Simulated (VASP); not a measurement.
Here is a VASP 6.6.1 calculation.

INCAR

```
ALGO     = Normal         # electronic algorithm
EDIFF    = 1E-6           # SCF threshold, eV
ENCUT    = 520            # plane-wave cutoff, eV
GGA      = PE             # functional
ISIF     = 2              # what is computed and relaxed
ISMEAR   = 0              # smearing method
LASPH    = True           # aspherical terms in the spheres
LCHARG   = False          # write CHGCAR
LREAL    = False          # projectors in reciprocal space
LWAVE    = False          # write WAVECAR
NBANDS   = 36             # bands
NELM     = 60             # most SCF steps
PREC     = Accurate       # precision mode
SIGMA    = 0.02           # smearing width, eV
```

Contents of KPOINTS:

```
k-points
0
Gamma
  12 12 4
```

The input POSCAR:

```
ZnCd2Se3
1.0
    4.2647078032      0.0000000000      0.0000000000
   -2.1323539016      3.6933452973      0.0000000000
    0.0000000000      0.0000000000     10.5205651000
Zn Cd Se
1 2 3
Direct
    0.0000000000      0.0000000000      0.6674030000
    0.3333333333      0.6666666667      0.9907320000
    0.6666666667      0.3333333333      0.3386090000
    0.3333333333      0.6666666667      0.7363560000
    0.0000000000      0.0000000000      0.4317990000
    0.6666666667      0.3333333333      0.0851020000
```

Potentials or basis: VASP PAW PBE potentials, release 64 (Zn, Cd, Se).

Run with:

```console
$ cat potpaw_PBE.64/Zn/POTCAR potpaw_PBE.64/Cd/POTCAR potpaw_PBE.64/Se/POTCAR > POTCAR
$ mpirun -np 1 vasp_std > vasp.out
```

Task: What does it give for the largest force?

Result: 0.022 eV/Å.

Task: Estimate the band gap on the k mesh.

Result: 0.55 eV.

Forces in eV/Å, atoms in the order of the input:
```
Zn   0.000  0.000 -0.003
Cd   0.000  0.000 -0.002
Cd   0.000  0.000 -0.004
Se   0.000  0.000 -0.015
Se   0.000  0.000  0.022
Se   0.000  0.000  0.003
```
